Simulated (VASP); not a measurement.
**ZrGe4Mo: single point with PBE**

Crystal: ZrGe4Mo.

```
Zr Ge Mo
1.0
     3.10726    0.00000    0.00000
    -1.55363    2.69096    0.00000
     0.00000    0.00000   12.39745
Zr Ge Mo
1 4 1
Direct
  0.66667 0.33333 0.50000
  0.33333 0.66667 0.62596
  0.00000 0.00000 0.87812
  0.00000 0.00000 0.12188
  0.33333 0.66667 0.37404
  0.66667 0.33333 0.00000
```

The cell was generated, and may not be a known phase.

```
Program                : VASP 6.6.1
Task                   : single point
Functional             : PBE
Potentials or basis    : VASP PAW PBE potentials, release 64 (Zr_sv, Ge_d, Mo_sv)
Cutoff                 : 520 eV
k mesh                 : 6 × 6 × 2
Occupations            : gaussian, width 0.1 eV
Spin                   : no spin polarisation
Dipole correction      : no
Further INCAR settings : ALGO = Normal; EDIFF = 1e-07; NBANDS = 50
```

```
Pressure               : 46.2 GPa
Largest force          : 7.298 eV/Å
Band gap on the k mesh : zero (bands 41 and 42 overlap by 1.05 eV)
```

Forces on the atoms (eV/Å):
```
Zr   0.000  0.000  0.000
Ge   0.000  0.000  7.298
Ge   0.000  0.000 -4.997
Ge   0.000  0.000  4.997
Ge   0.000  0.000 -7.298
Mo   0.000  0.000  0.000
```

Stress tensor (GPa, compression positive):
```
42.10  0.00  0.00
 0.00 42.10  0.00
 0.00  0.00 54.31
```

Levels at points of the mesh, in eV from the Fermi level:
```csv
k point,band 38,band 39,band 40,band 41,band 42,band 43,band 44,band 45
"(0.00, 0.00, 0.00)",-0.31,-0.31,-0.13,-0.13,0.04,1.89,1.89,3.09
"(0.50, 0.00, 0.00)",-2.54,-1.78,-0.72,-0.52,0.39,1.87,1.95,2.00
"(0.00, 0.00, 0.50)",-0.31,-0.31,-0.23,-0.13,-0.13,1.89,1.89,2.82
"(0.50, 0.00, 0.50)",-2.45,-1.78,-0.52,-0.23,-0.01,1.66,1.96,2.26
```

Run time: 85 s on 1 thread of Intel(R) Xeon(R) Platinum 8488C (Sapphire Rapids), with other jobs on the host, peak memory 0.25 GiB.

Caveat: the k points lie up to 0.39 Å⁻¹ apart, too coarse for converged energies and pressures of a metal; forces of over 1 eV/Å act on the atoms, so gaps and moduli don't describe the material at rest.
